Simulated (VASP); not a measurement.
A run of VASP 6.6.1 is set up as follows.

INCAR

```
SYSTEM = CoO
PREC     = Accurate       ! precision mode
ENCUT    = 600            ! plane-wave cutoff, eV
EDIFF    = 1E-6           ! SCF threshold, eV
ISMEAR   = 0              ! smearing method
SIGMA    = 0.1            ! smearing width, eV
LREAL    = .FALSE.        ! projectors in reciprocal space
LASPH    = .TRUE.         ! aspherical terms in the spheres
NELM     = 150            ! most SCF steps
ALGO     = Normal         ! electronic algorithm
ISIF     = 3              ! what is computed and relaxed
LWAVE    = .FALSE.        ! write WAVECAR
LCHARG   = .FALSE.        ! write CHGCAR
ISPIN    = 2              ! spin polarisation
MAGMOM   = 2.73 0.35      ! initial moments
LORBIT   = 11             ! projections on sites
LMAXMIX  = 4              ! l up to which the mixer works
GGA      = PE             ! functional
IBRION   = 2              ! ionic algorithm
NSW      = 80             ! ionic steps
EDIFFG   = -0.01          ! ionic threshold
```

File KPOINTS:

```
regular mesh
0
G
  4 4 4
  0 0 0
```

POSCAR

```
CoO
1.0
   -1.5080001529      1.5080001529      2.1072499549
    1.5080001529     -1.5080001529      2.1072499549
    1.5080001529      1.5080001529     -2.1072499549
Co O
1 1
Direct
    0.0000000000      0.0000000000      0.0000000000
    0.5000000000      0.5000000000      0.0000000000
```

Potentials or basis: VASP PAW PBE potentials, release 64 (Co, O).

Run with:

```sh
$ cat potpaw_PBE.64/Co/POTCAR potpaw_PBE.64/O/POTCAR > POTCAR
$ mpirun -np 1 vasp_std > vasp.out
```

Q: Estimate the relaxed volume.

A: 9.27 Å³/atom.

Q: Estimate the site moments.

A: Co +2.19; O +0.15 μB.

Final structure:
```xyz
2
Lattice="-1.4859 1.4859 2.1004 1.4859 -1.4859 2.1004 1.4859 1.4859 -2.1004" Properties=species:S:1:pos:R:3 pbc="T T T"
Co    0.0000    0.0000    0.0000
O     0.0000    0.0000    2.1004
```

Caveat: the k points lie up to 0.65 Å⁻¹ apart in the final cell; a cell with one magnetic atom can't hold antiferromagnetic order, which such compounds often take.
